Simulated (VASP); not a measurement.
Wanted: the native input for a VASP 6.6.1 run.

| Item | Value |
| --- | --- |
| Task | single point |
| Functional | PBE |
| Potentials or basis | VASP PAW PBE potentials, release 64 (Sr_sv, Tm_3, Si), 4f in core |
| Cutoff | 500 eV |
| k mesh | 6 × 6 × 6 |
| Occupations | gaussian, width 0.1 eV |
| Spin | no spin polarisation |
| Dipole correction | no |
| Further INCAR settings | ALGO = Normal; EDIFF = 1e-06; NBANDS = 36 |

The structure of Sr4TmSi lies in POSCAR:

```
Sr4TmSi
1.0
    2.8884797076      1.6676645367      8.6925303266
   -2.8884797076      1.6676645367      8.6925303266
    0.0000000000     -3.3353290735      8.6925303266
Sr Tm Si
4 1 1
Direct
    0.7050966703      0.7050966703      0.7050966703
    0.2949033297      0.2949033297      0.2949033297
    0.8818882855      0.8818882855      0.8818882855
    0.1181117145      0.1181117145      0.1181117145
    0.5000000000      0.5000000000      0.5000000000
    0.0000000000      0.0000000000      0.0000000000
```

The input as run:

INCAR

```
  ALGO = Normal
  EDIFF = 1E-6
  ENCUT = 500
  GGA = PE
  GGA_COMPAT = F
  ISIF = 2
  ISMEAR = 0
  LASPH = T
  LCHARG = F
  LMAXMIX = 6
  LREAL = F
  LWAVE = F
  NBANDS = 36
  NELM = 200
  PREC = Accurate
  SIGMA = 0.1
```

KPOINTS

```
k-points
0
Gamma
  6 6 6
```

Potentials or basis: VASP PAW PBE potentials, release 64 (Sr_sv, Tm_3, Si), 4f in core.

Command:

```bash
$ cat potpaw_PBE.64/Sr_sv/POTCAR potpaw_PBE.64/Tm_3/POTCAR potpaw_PBE.64/Si/POTCAR > POTCAR
$ mpirun -np 1 vasp_std > vasp.out
```

It gave:

```json
{"Pressure": "0.0 GPa", "Band gap on the k mesh": "zero (an odd number of electrons rules out a gap without spin polarisation)"}
```

Caveat: spin-orbit coupling is left out, which moves the levels of the heavy elements; the 4f electrons are frozen in the core, so they carry no moment and show no levels.

Wall time 8.1 min on 1 thread of Intel(R) Xeon(R) 6975P-C (Granite Rapids), with other jobs on the host, peak memory 0.82 GiB.
